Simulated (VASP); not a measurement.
# Ti5C (P6/mmm) in VASP: relaxation of cell and atoms with PBE

Aim: the relaxation of cell and atoms of Ti5C with PBE.

Everything below comes from runs of VASP 6.6.1. Logs are shortened: lines on timing, memory, paths and dates and some standing lists are left out, and cuts for length are marked.

## (1) The cell of the first run

The structure is hexagonal, space group P6/mmm (No. 191). The conventional cell has a = 4.807 Å, b = 4.807 Å, c = 7.347 Å, α = 90.00°, β = 90.00°, γ = 120.00°. Ti (site symmetry 6mm) has 1 C at 1.90 Å within 2.5 Å. Within 3.2 Å of Ti (site symmetry mmm) lie 8 Ti at 2.40 to 3.07 Å and 2 C at 2.40 Å. Within 2.5 Å of C (site symmetry 6/mmm) lie 8 Ti at 1.90 to 2.40 Å.

The cell was generated, and may not be a known phase.

## (2) Relaxation of cell and atoms, PBE

File INCAR:

```
PREC = Accurate ; ENCUT = 600
EDIFF = 1E-6 ; ISMEAR = 0
SIGMA = 0.1 ; LREAL = F
LASPH = T ; NELM = 80
ALGO = Fast ; ISIF = 3
LWAVE = F ; LCHARG = F
GGA = PE ; IBRION = 2
NSW = 100 ; EDIFFG = -0.01
```

File KPOINTS:

```
Automatic mesh
0
Gamma
  12 12 6
```

File POSCAR:

```
Ti5C
1.0
    4.8071521657      0.0000000000      0.0000000000
   -2.4035760828      4.1631158953      0.0000000000
    0.0000000000      0.0000000000      7.3468818855
Ti C
5 1
Direct
    0.0000000000      0.0000000000      0.2589684005
    0.0000000000      0.0000000000      0.7410315995
    0.5000000000      0.0000000000      0.0000000000
    0.0000000000      0.5000000000      0.0000000000
    0.5000000000      0.5000000000      0.0000000000
    0.0000000000      0.0000000000      0.0000000000
```

Potentials or basis: VASP PAW PBE potentials, release 64 (Ti_sv, C).

Launch:

```bash
cat potpaw_PBE.64/Ti_sv/POTCAR potpaw_PBE.64/C/POTCAR > POTCAR
mpirun -np 1 vasp_std > vasp.out
```

OUTCAR:

```text
PREC = Accurate
   ENCUT = 600
   EDIFF = 1E-6
   ISMEAR = 0
   LREAL = F
   LASPH = T
   NELM = 80
   ISIF = 3
   GGA = PE
   IBRION = 2
   NSW = 100
   EDIFFG = -0.01

 ion  position               nearest neighbor table
   1  0.000  0.000  0.259-   6 1.90
   2  0.000  0.000  0.741-   6 1.90
   3  0.500  0.000  0.000-   5 2.40   5 2.40   4 2.40   4 2.40   6 2.40   6 2.40
   4  0.000  0.500  0.000-   6 2.40   6 2.40   3 2.40   3 2.40   5 2.40   5 2.40
   5  0.500  0.500  0.000-   3 2.40   3 2.40   6 2.40   6 2.40   4 2.40   4 2.40
   6  0.000  0.000  0.000-   1 1.90   2 1.90   4 2.40   4 2.40   5 2.40   5 2.40   3 2.40   3 2.40

  LATTYP: Found a hexagonal cell.
 ALAT       =     4.8071521657
 C/A-ratio  =     1.5283231386

  Lattice vectors:

 A1 = (   4.8071521657,   0.0000000000,   0.0000000000)
 A2 = (  -2.4035760828,   4.1631158953,   0.0000000000)
 A3 = (   0.0000000000,   0.0000000000,   7.3468818855)

Analysis of symmetry for initial positions (statically):
=====================================================================
 Subroutine PRICEL returns:
 Original cell was already a primitive cell.

 Routine SETGRP: Setting up the symmetry group for a
 hexagonal supercell.

 Subroutine GETGRP returns: Found 24 space group operations
 (whereof 24 operations were pure point group operations)
 out of a pool of 24 trial point group operations.

The static configuration has the point symmetry D_6h.

Analysis of symmetry for dynamics (positions and initial velocities):
=====================================================================
 Subroutine PRICEL returns:
 Original cell was already a primitive cell.

 Routine SETGRP: Setting up the symmetry group for a
 hexagonal supercell.

 Subroutine GETGRP returns: Found 24 space group operations
 (whereof 24 operations were pure point group operations)
 out of a pool of 24 trial point group operations.

The dynamic configuration has the point symmetry D_6h.

 Subroutine INISYM returns: Found 24 space group operations
 (whereof 24 operations are pure point group operations),
 and found     1 'primitive' translations

----------------------------------------------------------------------------------------

                                     Primitive cell

  volume of cell :     147.0312

  direct lattice vectors                    reciprocal lattice vectors
     4.807152166  0.000000000  0.000000000     0.208023371  0.120102349  0.000000000
    -2.403576083  4.163115895  0.000000000     0.000000000  0.240204699  0.000000000
     0.000000000  0.000000000  7.346881886     0.000000000  0.000000000  0.136112165

  length of vectors
     4.807152166  4.807152166  7.346881886     0.240204699  0.240204699  0.136112165

  position of ions in fractional coordinates (direct lattice)
     0.000000000  0.000000000  0.258968401
     0.000000000  0.000000000  0.741031599
     0.500000000  0.000000000  0.000000000
     0.000000000  0.500000000  0.000000000
     0.500000000  0.500000000  0.000000000
     0.000000000  0.000000000  0.000000000

  ion indices of the primitive-cell ions
   primitive index   ion index
                 1           1
                 2           2
                 3           3
                 4           4
                 5           5
                 6           6

----------------------------------------------------------------------------------------

 KPOINTS: Automatic mesh

Automatic generation of k-mesh.
 Grid dimensions read from file:
 generate k-points for:   12   12    6

 Generating k-lattice:

  Cartesian coordinates                     Fractional coordinates (reciprocal lattice)
     0.017335281  0.010008529  0.000000000     0.083333333  0.000000000  0.000000000
     0.000000000  0.020017058  0.000000000     0.000000000  0.083333333  0.000000000
     0.000000000  0.000000000  0.022685361     0.000000000  0.000000000  0.166666667

  Length of vectors
     0.020017058  0.020017058  0.022685361

  Shift w.r.t. Gamma in fractional coordinates (k-lattice)
     0.000000000  0.000000000  0.000000000

 Subroutine IBZKPT returns following result:
 ===========================================

 Found     76 irreducible k-points:

 Following reciprocal coordinates:
            Coordinates               Weight
  0.000000  0.000000  0.000000      1.000000
  0.083333 -0.000000  0.000000      6.000000
  0.166667 -0.000000  0.000000      6.000000
  0.250000 -0.000000  0.000000      6.000000
  0.333333 -0.000000  0.000000      6.000000
  0.416667  0.000000  0.000000      6.000000
[... 16 lines left out ...]
  0.250000 -0.000000  0.166667     12.000000
  0.333333 -0.000000  0.166667     12.000000
 [... further k-points ...]
   k-points           NKPTS =     76   k-points in BZ     NKDIM =     76   number of bands    NBANDS=     38
   number of dos      NEDOS =    301   number of ions     NIONS =      6
   total plane-waves  NPLWV =  96000
   dimension x,y,z NGX =    40 NGY =   40 NGZ =   60
   dimension x,y,z NGXF=    80 NGYF=   80 NGZF=  120
   ions per type =               5   1
   NGX,Y,Z   is equivalent  to a cutoff of  13.83, 13.83, 13.58 a.u.
   NGXF,Y,Z  is equivalent  to a cutoff of  27.67, 27.67, 27.15 a.u.
 SYSTEM =  unknown system
   PREC   = accura    normal or accurate (medium, high low for compatibility)
   ISTART =      0    job   : 0-new  1-cont  2-samecut
   ICHARG =      2    charge: 1-file 2-atom 10-const
   ISPIN  =      1    spin polarized calculation?
   LNONCOLLINEAR =      F non collinear calculations
   LSORBIT =      F    spin-orbit coupling
   LASPH  =      T    aspherical Exc in radial PAW
   ENCUT  =  600.0 eV  44.10 Ry    6.64 a.u.   9.60  9.60 14.67*2*pi/ulx,y,z
   NELM   =     80;   NELMIN=  2; NELMDL= -5     # of ELM steps
   EDIFF  = 0.1E-05   stopping-criterion for ELM
   LREAL  =      F    real-space projection
   EDIFFG = -.1E-01   stopping-criterion for IOM
   NSW    =    100    number of steps for IOM
   IBRION =      2    ionic relax: 0-MD 1-quasi-New 2-CG
   NFREE  =      1    steps in history (QN), initial steepest desc. (CG)
   ISIF   =      3    stress and relaxation
   ISYM   =      2    0-nonsym 1-usesym 2-fastsym
   POTIM  = 0.5000    time-step for ionic-motion
   TEBEG  =    0.0;   TEEND  =   0.0 temperature during run
   PSTRESS=    0.0 pullay stress
   NELECT =      64.0000    total number of electrons
   NUPDOWN=      -1.0000    fix difference up-down
   EMIN   =  10.00;   EMAX   =-10.00  energy-range for DOS
   EFERMI =   0.00;   METHOD = LEGACY
   ISMEAR =     0;   SIGMA  =   0.10  broadening in eV -4-tet -1-fermi 0-gaus
   EFERMI_NEDOS =   21; number of points for ismear=-14 and -15
   IALGO  =     68    algorithm
   IMIX   =      4    mixing-type and parameters
     AMIX     =   0.40;   BMIX     =  1.00
     AMIX_MAG =   1.60;   BMIX_MAG =  1.00
  volume/ion in A,a.u.               =      24.51       165.37
  Fermi-wavevector in a.u.,A,eV,Ry     =   1.240695  2.344573 20.943774  1.539324
  Thomas-Fermi vector in A             =   2.375125
   LORBIT       =      0    0 simple, 1 ext, 2 COOP (PROOUT), +10 PAW based schemes
   GGA     = PE    functional components
   LHFCALC =     F    Hartree Fock is set to
   AEXX    =    0.0000 exact exchange contribution
   IVDW    =     0    specifies the selected vdW correction
   LEPSILON=     F    determine dielectric tensor
   LRPA    =     F    only Hartree local field effects (RPA)
 conjugate gradient relaxation of ions
 non-spin polarized calculation
 RMM-DIIS sequential band-by-band and
 Gauss-broadening in eV      SIGMA  =   0.10
  energy-cutoff  :      600.00
  volume of cell :      147.03
 maximum number of plane-waves:      4961
 NGX is ok and might be reduce to    40
   NGX = 19   NGY = 19   NGZ = 29

--------------------------------------- Ionic step        1  -------------------------------------------

 number of electron      64.0000005 magnetization

 Free energy of the ion-electron system (eV)
  ---------------------------------------------------
  ext. energy  EPLUGINS =         0.00000000
  ---------------------------------------------------
  free energy    TOTEN  =       -42.60556496 eV

  energy without entropy =      -42.57100498  energy(sigma->0) =      -42.58828497

------------------------ aborting loop EDIFF was not reached (unconverged)  ----------------------------

  FORCE on cell =-STRESS in cart. coord.  units (eV):
  Direction    XX          YY          ZZ          XY          YZ          ZX
  --------------------------------------------------------------------------------------
  -------------------------------------------------------------------------------------
  Total       -0.5044424     -0.5044424      0.3890451     -0.0000000     -0.0000000      0.0000000
  in kB       -5.4968352     -5.4968352      4.2393683     -0.0000000     -0.0000000      0.0000000
  external PRESSURE =      -2.2514340 kB  Pullay stress =       0.0000000 kB

 VOLUME and BASIS-vectors are now :
 -----------------------------------------------------------------------------
  energy-cutoff  :      600.00
  volume of cell :      147.03
      direct lattice vectors                 reciprocal lattice vectors
     4.807152166  0.000000000  0.000000000     0.208023371  0.120102349  0.000000000
    -2.403576083  4.163115895  0.000000000     0.000000000  0.240204699  0.000000000
     0.000000000  0.000000000  7.346881886     0.000000000  0.000000000  0.136112165
[... 216 lines left out ...]
  energy  without entropy=      -42.5716044637  energy(sigma->0) =      -42.59094668

--------------------------------------- Ionic step        7  -------------------------------------------

 number of electron      64.0000007 magnetization

 Free energy of the ion-electron system (eV)
  ---------------------------------------------------
  ext. energy  EPLUGINS =         0.00000000
  ---------------------------------------------------
  free energy    TOTEN  =       -42.61033410 eV

  energy without entropy =      -42.57151568  energy(sigma->0) =      -42.59092489

 E-fermi :   4.0118     XC(G=0):  -8.8718

 val. band max:        4.0092678674   @ k =   0.3333   0.3333   0.1667
 cond. band min:       4.0127750672   @ k =   0.3333   0.3333   0.0000
 fundamental gap:      0.0035071998
 Fermi energy:         4.0118277194

 k-point     1 :       0.0000    0.0000    0.0000
  band No.  band energies     occupation
      1     -53.2552      2.00000
      2     -53.2526      2.00000
      3     -52.3788      2.00000
      4     -51.8906      2.00000
      5     -51.8906      2.00000
      6     -29.8591      2.00000
[... 973 lines left out ...]
     37       4.9524      0.00000
     38       5.0142      0.00000

 [... further k-points ...]
[... 5 lines left out ...]
  --------------------------------------------------------------------------------------
  -------------------------------------------------------------------------------------
  Total        0.0238176      0.0238176      0.0272656      0.0000000      0.0000000      0.0000000
  in kB        0.2607148      0.2607148      0.2984578      0.0000000      0.0000000      0.0000000
  external PRESSURE =       0.2732958 kB  Pullay stress =       0.0000000 kB
[... 21 lines left out ...]
  FREE ENERGIE OF THE ION-ELECTRON SYSTEM (eV)
  ---------------------------------------------------
  free  energy   TOTEN  =       -42.6103341028 eV

  energy  without entropy=      -42.5715156766  energy(sigma->0) =      -42.59092489

 reached required accuracy - stopping structural energy minimisation
```

Wall time 2 h (1 thread of Oxide Virtual Turin-like, shared host); peak memory 0.56 GiB.

Results:

```
Free energy                           : -42.6103 eV
Relaxed volume                        : 24.39 Å³/atom
Relaxed cell                          : a = 4.791 Å, b = 4.791 Å, c = 7.362 Å, α = 90.00°, β = 90.00°, γ = 120.00°
Space group after relaxing (to 0.1 Å) : P6/mmm (No. 191)
Energy gained by relaxing             : 0.8 meV/atom
Ionic steps                           : 7
Pressure after relaxing               : 0.0 GPa
Largest force after relaxing          : 0.005 eV/Å
Band gap on the k mesh                : zero (bands 32 and 33 overlap by 0.67 eV)
```

Forces on the atoms (eV/Å):
```
Ti   0.000  0.000 -0.005
Ti   0.000  0.000  0.005
Ti   0.000  0.000  0.000
Ti   0.000  0.000  0.000
Ti   0.000  0.000  0.000
C    0.000  0.000  0.000
```

The path:
```csv
step,energy change (eV),largest force (eV/Å),pressure (GPa),volume (Å³)
1,0.0000,0.0760,-0.23,147.03
2,-0.0044,0.0663,-0.07,146.30
3,-0.0046,0.0476,-0.04,146.38
4,-0.0047,0.0209,-0.08,146.49
5,-0.0047,0.0278,-0.07,146.48
6,-0.0047,0.0210,0.07,146.24
7,-0.0048,0.0054,0.03,146.37
```

Final structure:
```
Ti C
1.0
     4.79132    0.00000    0.00000
    -2.39566    4.14940    0.00000
     0.00000    0.00000    7.36210
Ti C
5 1
Direct
  0.00000 0.00000 0.25927
  0.00000 0.00000 0.74073
  0.50000 0.00000 0.00000
  0.00000 0.50000 0.00000
  0.50000 0.50000 0.00000
  0.00000 0.00000 0.00000
```

Levels at points of the mesh, in eV from the Fermi level:
```
           k point  band 28  band 29  band 30  band 31  band 32  band 33  band 34  band 35  band 36  band 37
(0.00, 0.00, 0.00)    -1.42    -1.42    -1.25    -0.98    -0.98    -0.45     0.32     0.32     0.51     0.51
(0.50, 0.00, 0.00)    -0.64    -0.48    -0.36    -0.27     0.07     0.34     0.35     0.38     0.77     1.13
(0.00, 0.00, 0.50)    -1.55    -1.41    -1.41    -1.03    -1.03     0.40     0.40     0.41     0.41     0.72
(0.50, 0.00, 0.50)    -0.65    -0.47    -0.37    -0.35     0.06     0.31     0.41     0.59     0.64     0.84
```
